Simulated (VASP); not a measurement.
# V in VASP: a series of runs, part 3 of 3

VASP 6.6.1.

## Step 5: Electric field gradients, PBE, collinear spin, ferromagnetic start (13.58 Å³/atom)

This run uses another cell than the first one, of 13.58 Å³/atom.

INCAR

```
PREC     = Accurate       # precision mode
ENCUT    = 520            # plane-wave cutoff, eV
EDIFF    = 1E-8           # SCF threshold, eV
ISMEAR   = -1             # smearing method
SIGMA    = 0.03           # smearing width, eV
LREAL    = F              # projectors in reciprocal space
LASPH    = T              # aspherical terms in the spheres
NELM     = 150            # most SCF steps
ALGO     = Normal         # electronic algorithm
ISIF     = 2              # what is computed and relaxed
LWAVE    = F              # write WAVECAR
LCHARG   = F              # write CHGCAR
ISPIN    = 2              # spin polarisation
MAGMOM   = 1.5            # initial moments
LORBIT   = 11             # projections on sites
LMAXMIX  = 4              # l up to which the mixer works
GGA      = PE             # functional
LEFG     = T            
NBANDS   = 16             # bands
```

KPOINTS

```
Automatic mesh
0
Gamma
  19 19 19
```

POSCAR

```
V
1.0
   -1.5028453316      1.5028453316      1.5028453316
    1.5028453316     -1.5028453316      1.5028453316
    1.5028453316      1.5028453316     -1.5028453316
V
1
Direct
    0.0000000000      0.0000000000      0.0000000000
```

Potentials or basis: VASP PAW PBE potentials, release 64 (V_sv).

On the command line:

```console
$ cat potpaw_PBE.64/V_sv/POTCAR > POTCAR
$ mpirun -np 1 vasp_std > vasp.out
```

OUTCAR:

```text
PREC = Accurate
   ENCUT = 520
   EDIFF = 1E-8
   ISMEAR = -1
   LREAL = F
   LASPH = T
   NELM = 150
   ISIF = 2
   ISPIN = 2
   LORBIT = 11
   GGA = PE

 ion  position               nearest neighbor table
   1  0.000  0.000  0.000-

  LATTYP: Found a body centered cubic cell.
 ALAT       =     3.0056906632

  Lattice vectors:

 A1 = (  -1.5028453316,   1.5028453316,   1.5028453316)
 A2 = (   1.5028453316,  -1.5028453316,   1.5028453316)
 A3 = (   1.5028453316,   1.5028453316,  -1.5028453316)

Analysis of symmetry for initial positions (statically):
[... 1143 lines left out ...]

 Electric field gradients (V/A^2)
---------------------------------------------------------------------
 ion       V_xx      V_yy      V_zz      V_xy      V_xz      V_yz
---------------------------------------------------------------------
   1      -0.000     0.000     0.000     0.003     0.003     0.003
---------------------------------------------------------------------

 Electric field gradients after diagonalization (V/A^2)
 (convention: |V_zz| > |V_xx| > |V_yy|)
----------------------------------------------------------------------
 ion       V_xx      V_yy      V_zz     asymmetry (V_yy - V_xx)/ V_zz
----------------------------------------------------------------------
   1      -0.003    -0.003     0.005       0.000
----------------------------------------------------------------------

           NMR quadrupolar parameters

 Cq : quadrupolar parameter    Cq=e*Q*V_zz/h
 eta: asymmetry parameters     (V_yy - V_xx)/ V_zz
 Q  : nuclear electric quadrupole moment in mb (millibarn)
----------------------------------------------------------------------
 ion       Cq(MHz)       eta       Q (mb)
----------------------------------------------------------------------
   1       0.000       0.000       1.000
----------------------------------------------------------------------

 total charge

# of ion       s       p       d       tot
------------------------------------------
    1        2.339   6.219   3.080  11.638

 magnetization (x)

# of ion       s       p       d       tot
------------------------------------------
    1       -0.000  -0.000  -0.000  -0.000
```

OSZICAR:

```text
N       E                     dE             d eps       ncg     rms          rms(c)
DAV:   1     0.925182250792E+02    0.92518E+02   -0.65228E+03 14216   0.892E+02
DAV:   2    -0.853867131723E+01   -0.10106E+03   -0.96980E+02 15536   0.271E+02
DAV:   3    -0.100735869689E+02   -0.15349E+01   -0.15330E+01 16048   0.362E+01
DAV:   4    -0.100795799775E+02   -0.59930E-02   -0.59929E-02 16728   0.238E+00
DAV:   5    -0.100796319866E+02   -0.52009E-04   -0.52008E-04 16208   0.207E-01    0.189E+01
DAV:   6    -0.898859722684E+01    0.10910E+01   -0.16211E+00 14392   0.216E+01    0.227E+00
DAV:   7    -0.899510561186E+01   -0.65084E-02   -0.80896E-02 15784   0.262E+00    0.166E+00
DAV:   8    -0.899597152217E+01   -0.86591E-03   -0.48234E-03 15352   0.844E-01    0.864E-01
DAV:   9    -0.899408089100E+01    0.18906E-02   -0.15353E-03 16208   0.452E-01    0.171E-01
DAV:  10    -0.899434707344E+01   -0.26618E-03   -0.62909E-04 15616   0.230E-01    0.307E-02
DAV:  11    -0.899435811203E+01   -0.11039E-04   -0.28362E-05 16352   0.546E-02    0.172E-02
DAV:  12    -0.899436028176E+01   -0.21697E-05   -0.39039E-06 15088   0.207E-02    0.397E-03
DAV:  13    -0.899436008800E+01    0.19376E-06   -0.21534E-07 16224   0.339E-03    0.823E-04
DAV:  14    -0.899436013260E+01   -0.44599E-07   -0.39279E-09 10248   0.674E-04    0.253E-04
DAV:  15    -0.899436019672E+01   -0.64120E-07   -0.13516E-09  7624   0.335E-04    0.154E-04
DAV:  16    -0.899436022953E+01   -0.32808E-07   -0.40527E-10  7320   0.177E-04    0.468E-05
DAV:  17    -0.899436023103E+01   -0.14954E-08   -0.20038E-11  7248   0.496E-05
   1 F= -.89943602E+01 E0= -.89917379E+01  d E =-.524462E-02  mag=    -0.0000
```

Run time: 39 s. Hardware: 1 thread of Intel Xeon 6975P-C (Granite Rapids), shared host; peak memory 0.19 GiB.

What came out:

- Free energy: -8.9944 eV
- Pressure: -1.5 GPa
- Net moment: 0.00 μB per cell
- Largest electric field gradient by atom: zero within the noise of the run
- Valence electrons inside the program's atomic spheres: V 11.64

Levels at points of the mesh, in eV from the Fermi level:
Spin up:
```csv
k point,band 4,band 5,band 6,band 7,band 8,band 9
"(0.00, 0.00, 0.00)",-37.04,-6.56,0.42,0.42,0.42,2.41
```
Spin down:
| k point | band 3 | band 4 | band 5 | band 6 | band 7 | band 8 | band 9 | band 10 |
| --- | --- | --- | --- | --- | --- | --- | --- | --- |
| (0.00, 0.00, 0.00) | -37.04 | -37.04 | -6.56 | 0.42 | 0.42 | 0.42 | 2.41 | 2.41 |

## Step 6: Electric field gradients, PBE, collinear spin, ferromagnetic start

INCAR

```
SYSTEM = V
  PREC = Accurate
  ENCUT = 520
  EDIFF = 1E-8
  ISMEAR = -1
  SIGMA = 0.03
  LREAL = .FALSE.
  LASPH = .TRUE.
  NELM = 150
  ALGO = Normal
  ISIF = 2
  LWAVE = .FALSE.
  LCHARG = .FALSE.
  ISPIN = 2
  MAGMOM = 1.5
  LORBIT = 11
  LMAXMIX = 4
  GGA = PE
  LEFG = .TRUE.
  NBANDS = 16
```

KPOINTS

```
regular mesh
0
G
  19 19 19
  0 0 0
```

POSCAR

```
V
1.0
   -1.5130000000      1.5130000000      1.5130000000
    1.5130000000     -1.5130000000      1.5130000000
    1.5130000000      1.5130000000     -1.5130000000
V
1
Direct
    0.0000000000      0.0000000000      0.0000000000
```

Potentials or basis: VASP PAW PBE potentials, release 64 (V_sv).

On the command line:

```console
$ cat potpaw_PBE.64/V_sv/POTCAR > POTCAR
$ mpirun -np 1 vasp_std > vasp.out
```

OUTCAR:

```text
SYSTEM = V
   PREC = Accurate
   ENCUT = 520
   EDIFF = 1E-8
   ISMEAR = -1
   LREAL = .FALSE.
   LASPH = .TRUE.
   NELM = 150
   ISIF = 2
   ISPIN = 2
   LORBIT = 11
   GGA = PE

 ion  position               nearest neighbor table
   1  0.000  0.000  0.000-

  LATTYP: Found a body centered cubic cell.
 ALAT       =     3.0260000000

  Lattice vectors:

 A1 = (  -1.5130000000,   1.5130000000,   1.5130000000)
 A2 = (   1.5130000000,  -1.5130000000,   1.5130000000)
[... 1146 lines left out ...]

 Electric field gradients (V/A^2)
---------------------------------------------------------------------
 ion       V_xx      V_yy      V_zz      V_xy      V_xz      V_yz
---------------------------------------------------------------------
   1       0.000    -0.000    -0.000     0.003     0.003     0.003
---------------------------------------------------------------------

 Electric field gradients after diagonalization (V/A^2)
 (convention: |V_zz| > |V_xx| > |V_yy|)
----------------------------------------------------------------------
 ion       V_xx      V_yy      V_zz     asymmetry (V_yy - V_xx)/ V_zz
----------------------------------------------------------------------
   1      -0.003    -0.003     0.006       0.000
----------------------------------------------------------------------

           NMR quadrupolar parameters

 Cq : quadrupolar parameter    Cq=e*Q*V_zz/h
 eta: asymmetry parameters     (V_yy - V_xx)/ V_zz
 Q  : nuclear electric quadrupole moment in mb (millibarn)
----------------------------------------------------------------------
 ion       Cq(MHz)       eta       Q (mb)
----------------------------------------------------------------------
   1       0.000       0.000       1.000
----------------------------------------------------------------------

 total charge

# of ion       s       p       d       tot
------------------------------------------
    1        2.333   6.212   3.058  11.604

 magnetization (x)

# of ion       s       p       d       tot
------------------------------------------
    1        0.000  -0.000   0.000   0.000
```

stdout:

```text
POSCAR found type information on POSCAR V
 POSCAR found :  1 types and       1 ions
 scaLAPACK will be used
 LDA part: xc-table for (Slater+PW92), standard interpolation
 POSCAR, INCAR and KPOINTS ok, starting setup
 FFT: planning ... GRIDC
 FFT: planning ... GRID_SOFT
 FFT: planning ... GRID
 WAVECAR not read
 entering main loop
ion   1
```

Wall time 85 s (1 thread of Intel Xeon 8259CL, shared host); peak memory 0.19 GiB.

What came out:

* Free energy: -8.9889 eV
* Pressure: -4.9 GPa
* Net moment: 0.00 μB per cell
* Largest electric field gradient by atom: zero within the noise of the run
* Valence electrons inside the program's atomic spheres: V 11.60

Caveat: the cell stands under tension.

## Step 7: Summary

```tsv
cell	gap on the mesh (eV)	pressure (GPa)	moment (μB)
a = 2.647 Å, angles 110.3°, 1 atom	none	-4.7	0.00
a = 2.567 Å, angles 109.5°, 1 atom	none	6.5	0.00
a = 2.603 Å, angles 109.5°, 1 atom	none	-1.5	0.00
a = 2.621 Å, angles 109.5°, 1 atom	none	-4.9	0.00
```

Alike in all rows: task electric field gradients; level PBE; potentials or basis VASP PAW PBE potentials, release 64 (V_sv); spin collinear, ferromagnetic start; k mesh 19 × 19 × 19; cutoff (eV) 520; smearing fermi-dirac 0.03 eV.

Caveats: the cell stands under tension (at least some runs); the cell stands under pressure (at least some runs).

Absolute energies hang on the potentials; compare differences alone.
